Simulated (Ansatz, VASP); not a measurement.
Two plane-wave programs on C

Contents of INCAR:

```
SYSTEM = C
  PREC = Accurate
  ENCUT = 520
  EDIFF = 1E-6
  ISMEAR = 0
  SIGMA = 0.1
  LREAL = .FALSE.
  LASPH = .TRUE.
  NELM = 80
  ALGO = Normal
  ISIF = 2
  LWAVE = .FALSE.
  LCHARG = .FALSE.
  LDIPOL = .TRUE.
  IDIPOL = 3
  DIPOL = 0.5 0.5 0.386
  GGA = PE
  IVDW = 12
  NBANDS = 16
```

KPOINTS

```
Automatic mesh
0
G
  15 15 1
  0 0 0
```

File POSCAR:

```
C
1.0
    2.4656524409      0.0000000000      0.0000000000
   -1.2328262205      2.1353176507      0.0000000000
    0.0000000000      0.0000000000     17.5000663885
C
4
Direct
    0.6666666667      0.3333333333      0.2571437784
    0.3333333333      0.6666666667      0.2571418816
    0.8333333333      0.3333333333      0.5148589833
    1.1666666667      0.0000000000      0.5148570865
```

Input for Ansatz:

```yaml
crystal:
  lattice:
    - [2.4656524409, 0.0, 0.0]
    - [-1.2328262205, 2.1353176507, 0.0]
    - [0.0, 0.0, 17.5000663885]
  atoms:
    - { symbol: C, position: [0.6666666667, 0.3333333333, 0.2571437784] }
    - { symbol: C, position: [0.3333333333, 0.6666666667, 0.2571418816] }
    - { symbol: C, position: [0.8333333333, 0.3333333333, 0.5148589833] }
    - { symbol: C, position: [1.1666666667, 0.0, 0.5148570865] }
basis:
  ecutwfc: 420
kpoints:
  mp_grid: { grid: [15, 15, 1] }
hamiltonian:
  xc: pbe
  pseudopotentials: { kind: paw, azcp: { folder: soft_1 } }
  dispersion: d3bj
scf:
  occupations: { method: gaussian, width: 0.1 }
output:
  forces: true
  eigenvalues: true
efield:
  axis: 3
  dipole_correction: true
  ramp_width: 0.04
```

Alike in both runs: task single point; functional PBE; dispersion D3(BJ); k mesh 15 × 15 × 1; occupations gaussian, width 0.1 eV; no spin polarisation.

|  | VASP | Ansatz |
| --- | --- | --- |
| version | VASP 6.6.1 | Ansatz 0.2.0 |
| potentials or method | VASP PAW PBE potentials, release 64 (C), cutoff 520 eV | scalar-relativistic, plane waves, PAW |
| valence electrons in the cell | 16 | 16 |

|  | VASP | Ansatz | Ansatz less VASP |
| --- | --- | --- | --- |
| gap on the k mesh at the Fermi level (eV) | 0.03 | 0.03 | 0.000 |
| least direct gap on the mesh (eV) | 0.03 | 0.03 | 0.000 |
| rms of the force components (eV/Å) | 0.012 | 0.012 | 0.0000 |

Atom by atom the forces differ by 0.000 eV/Å (rms over components).
